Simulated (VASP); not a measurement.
A run of VASP 6.6.1 is set up as follows.

INCAR

```
SYSTEM = HfB2
PREC = Accurate
ENCUT = 600
EDIFF = 1E-6
ISMEAR = 0
SIGMA = 0.05
LREAL = .False.
LASPH = .True.
NELM = 100
ALGO = Normal
ISIF = 4
LWAVE = .False.
LCHARG = .False.
GGA = B5
ALDAX = 1.0
AGGAX = 1.0
AGGAC = 1.0
ALDAC = 0.0
IVDW = 12
VDW_S6 = 1.0
VDW_S8 = 2.6996
VDW_A1 = 0.4298
VDW_A2 = 4.2359
IBRION = 2
NSW = 60
EDIFFG = -0.04
```

The input KPOINTS:

```
regular mesh
0
Gamma
  8 8 8
  0 0 0
```

The input POSCAR:

```
HfB2
1.0
    3.0858567194      0.0000000000      0.0000000000
   -1.5429283597      2.6724303115      0.0000000000
    0.0000000000      0.0000000000      3.4635496817
Hf B
1 2
Direct
    0.0000000000      0.0000000000      0.0000000000
    0.3333333333      0.6666666667      0.5000000000
    0.6666666667      0.3333333333      0.5000000000
```

Potentials or basis: VASP PAW PBE potentials, release 64 (Hf_pv, B).

The run is started by

```bash
$ cat potpaw_PBE.64/Hf_pv/POTCAR potpaw_PBE.64/B/POTCAR > POTCAR
$ mpirun -np 1 vasp_std > vasp.out
```

Task: What does it give for the band gap on the k mesh?

Result: Zero (band 8 reaches 9.25 eV, above the bottom of band 9 at 8.45 eV).

Task: Estimate the dispersion energy per atom.

Result: -0.870 eV.

Stress tensor (GPa, compression positive):
```
4.93 0.00 0.00
0.00 4.93 0.00
0.00 0.00 3.99
```

Caveat: the relaxation stopped at its first step, so nothing moved; the PAW data sets were made with another functional, which shifts forces and pressure a little; spin-orbit coupling is left out, which moves the levels of the heavy elements; pairwise dispersion overbinds metals, which lowers pressure and volume.
